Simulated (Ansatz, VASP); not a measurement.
## SrAlVO4 in VASP and in Ansatz

INCAR

```
SYSTEM = SrAlVO4
PREC = Accurate
ENCUT = 600
EDIFF = 1E-6
ISMEAR = 0
SIGMA = 0.1
LREAL = .FALSE.
LASPH = .TRUE.
NELM = 150
ALGO = Normal
ISIF = 3
LWAVE = .FALSE.
LCHARG = .FALSE.
ISPIN = 2
MAGMOM = 0 0 2 0 0 0 0
LORBIT = 11
LMAXMIX = 4
GGA = PE
IBRION = 2
NSW = 90
EDIFFG = -0.04
```

Contents of KPOINTS:

```
Automatic mesh
0
G
  4 4 4
  0 0 0
```

Contents of POSCAR:

```
SrAlVO4
1.0
    0.0000000000      4.2441491200      4.2441491200
    4.2441491200      0.0000000000      4.2441491200
    4.2441491200      4.2441491200      0.0000000000
Sr Al V O
1 1 1 4
Direct
    0.0000000000      0.0000000000      0.0000000000
    0.2500000000      0.2500000000      0.2500000000
    0.5000000000      0.5000000000      0.5000000000
    0.3644420800      0.9066737600      0.3644420800
    0.3644420800      0.3644420800      0.3644420800
    0.9066737600      0.3644420800      0.3644420800
    0.3644420800      0.3644420800      0.9066737600
```

Input for Ansatz:

```yaml
crystal:
  lattice:
    - [0.0, 4.24414912, 4.24414912]
    - [4.24414912, 0.0, 4.24414912]
    - [4.24414912, 4.24414912, 0.0]
  atoms:
    - { symbol: Sr, position: [0.0, 0.0, 0.0] }
    - { symbol: Al, position: [0.25, 0.25, 0.25] }
    - { symbol: V, position: [0.5, 0.5, 0.5], spin: 2.0 }
    - { symbol: O, position: [0.36444208, 0.90667376, 0.36444208] }
    - { symbol: O, position: [0.36444208, 0.36444208, 0.36444208] }
    - { symbol: O, position: [0.90667376, 0.36444208, 0.36444208] }
    - { symbol: O, position: [0.36444208, 0.36444208, 0.90667376] }
basis:
  ecutwfc: 420
kpoints:
  mp_grid: { grid: [4, 4, 4] }
hamiltonian:
  xc: pbe
scf:
  occupations: { method: gaussian, width: 0.1 }
  lower_state_search: "off"
output:
  forces: true
  stress: true
  eigenvalues: true
  populations: true
magnetization:
  spin_polarized: true
relax:
  adjacent_minimum: "off"
  f_tol: 0.04
  max_steps: 70
  cell: { stress_tol: 0.4 }
```

Alike in both runs: task relaxation of cell and atoms; functional PBE; k mesh 4 × 4 × 4; occupations gaussian, width 0.1 eV; collinear spin.

|  | VASP | Ansatz |
| --- | --- | --- |
| version | VASP 6.6.1 | Ansatz 0.2.0 |
| potentials or method | VASP PAW PBE potentials, release 64 (Sr_sv, Al, V_sv, O), cutoff 600 eV | scalar-relativistic, plane waves, PAW |
| valence electrons in the cell | 50 | 50 |

```tsv
	VASP	Ansatz	Ansatz less VASP
gap on the k mesh at the Fermi level, each at its own relaxed structure (eV)	none	none	-
net moment per atom (μB)	0.22	0.22	-0.001
size of the moment on the site where the two differ most (μB)	1.39	1.08	-0.317
relaxed volume (Å³/atom)	19.73	19.78	+0.051
relaxed length of the cell vector where the two differ most in proportion (Å)	5.802	5.807	+0.0050
```

Site moments also hang on the region over which each program counts them. A gap of «none» marks a metal or a gap that the smearing closes.
